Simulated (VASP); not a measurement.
Write the native input for VASP 6.6.1 that does the following.

```yaml
Task: single point
Functional: PBE
Potentials_or_basis: VASP PAW PBE potentials, release 64 (Se)
Cutoff: 520 eV
k_mesh: 13 × 13 × 13
Occupations: fermi-dirac, width 0.136057 eV
Spin: no spin polarisation
Dipole_correction: no
Further_INCAR_settings: ALGO = Normal; EDIFF = 1e-06; NBANDS = 9
```

The structure of Se lies in POSCAR:

```
Se
1.0
    0.0000000000      2.1692342998      2.1692342998
    2.1692342998      0.0000000000      2.1692342998
    2.1692342998      2.1692342998      0.0000000000
Se
1
Direct
    0.0000000000      0.0000000000      0.0000000000
```

The input as run:

INCAR

```
SYSTEM = Se
PREC = Accurate
ENCUT = 520
EDIFF = 1E-6
ISMEAR = -1
SIGMA = 0.13605693000000002
LREAL = .False.
LASPH = .True.
NELM = 60
ALGO = Normal
ISIF = 2
LWAVE = .False.
LCHARG = .True.
GGA = PE
LELF = .True.
LVHAR = .True.
NBANDS = 9
```

KPOINTS

```
Automatic mesh
0
Gamma
  13 13 13
  0 0 0
```

Potentials or basis: VASP PAW PBE potentials, release 64 (Se).

The run is started by

```sh
$ cat potpaw_PBE.64/Se/POTCAR > POTCAR
$ mpirun -np 1 vasp_std > vasp.out
```

It gave:

The pressure is 0.2 GPa and the band gap on the k mesh is zero (band 3 reaches 8.37 eV, above the bottom of band 4 at 3.39 eV).

Run time: 8.9 s on 1 thread of Intel(R) Xeon(R) Platinum 8488C (Sapphire Rapids) (shared host), peak memory 0.14 GiB.
